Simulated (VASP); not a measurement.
Runs of VASP 6.6.1 on Al. The structure is that of space group P6_3/mmc (No. 194), or close to it. The cells are those of the table. 

| cell | gap on the mesh (eV) | pressure (GPa) |
| --- | --- | --- |
| a = 3.234, b = 3.234, c = 4.867 Å, angles 90.0, 90.0, 120.0°, 2 atoms | none | -11.5 |
| a = 2.496, b = 2.496, c = 4.867 Å, angles 90.0, 90.0, 120.0°, 2 atoms | none | 34.2 |
| a = 2.918, b = 2.918, c = 4.867 Å, angles 90.0, 90.0, 120.0°, 2 atoms | none | (b) |
| a = 3.023, b = 3.023, c = 4.867 Å, angles 90.0, 90.0, 120.0°, 2 atoms | none | -8.8 |
| a = 2.602, b = 2.602, c = 4.867 Å, angles 90.0, 90.0, 120.0°, 2 atoms | none | (a) |

Alike in all rows: task single point; level PBEsol; potentials or basis VASP PAW PBE potentials, release 64 (Al); no spin polarisation; k mesh 21 × 21 × 10; cutoff (eV) 520; smearing gaussian 0.15 eV.

**Question.** Fill in the values left out.

**Answer.** (a) 17.4; (b) -6.0.

Caveats: the PAW data sets were made with another functional, which shifts forces and pressure a little.

A gap of «none» marks levels without a gap at the run's occupations.
